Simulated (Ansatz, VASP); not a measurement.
**Two plane-wave programs on MnHg**

INCAR

```
SYSTEM = MnHg
PREC = Accurate
ENCUT = 500
EDIFF = 1E-7
ISMEAR = 0
SIGMA = 0.1
LREAL = .False.
LASPH = .True.
NELM = 120
ALGO = Normal
ISIF = 3
LWAVE = .False.
LCHARG = .False.
GGA = PE
IBRION = 2
NSW = 80
EDIFFG = -0.01
GGA_COMPAT = .False.
NELMIN = 4
```

File KPOINTS:

```
Automatic mesh
0
Gamma
  12 12 12
  0 0 0
```

Contents of POSCAR:

```
MnHg
1.0
    3.3150000000      0.0000000000      0.0000000000
    0.0000000000      3.3150000000      0.0000000000
    0.0000000000      0.0000000000      3.3150000000
Mn Hg
1 1
Direct
    0.5000000000      0.5000000000      0.5000000000
    0.0000000000      0.0000000000      0.0000000000
```

Input for Ansatz:

```yaml
crystal:
  lattice:
    - [3.315, 0.0, 0.0]
    - [0.0, 3.315, 0.0]
    - [0.0, 0.0, 3.315]
  atoms:
    - { symbol: Mn, position: [0.5, 0.5, 0.5] }
    - { symbol: Hg, position: [0.0, 0.0, 0.0] }
basis:
  ecutwfc: 420
kpoints:
  mp_grid: { grid: [12, 12, 12] }
hamiltonian:
  xc: pbe
scf:
  occupations: { method: gaussian, width: 0.1 }
  lower_state_search: "off"
output:
  forces: true
  stress: true
  eigenvalues: true
relax:
  adjacent_minimum: "off"
  f_tol: 0.01
  max_steps: 60
  cell: { stress_tol: 0.05 }
```

Alike in both runs: task relaxation of cell and atoms; functional PBE; k mesh 12 × 12 × 12; occupations gaussian, width 0.1 eV; no spin polarisation.

|  | VASP | Ansatz |
| --- | --- | --- |
| version | VASP 6.6.1 | Ansatz 0.2.0 |
| potentials or method | VASP PAW PBE potentials, release 64 (Mn_pv, Hg), cutoff 500 eV | scalar-relativistic, plane waves, PAW |
| valence electrons in the cell | 25 | 35 |

|  | VASP | Ansatz | Ansatz less VASP |
| --- | --- | --- | --- |
| gap on the k mesh at the Fermi level, each at its own relaxed structure (eV) | none | none | - |
| relaxed volume (Å³/atom) | 15.72 | 15.58 | -0.135 |
| relaxed cell length with the largest relative difference (Å) | 3.156 | 3.147 | -0.0091 |

A gap of «none» marks a metal or a gap that the smearing closes. VASP's potentials hold 25 valence electrons a cell and Ansatz's 35, so a difference there can come from the potentials and not from the codes.

Neither program's run includes spin-orbit coupling.
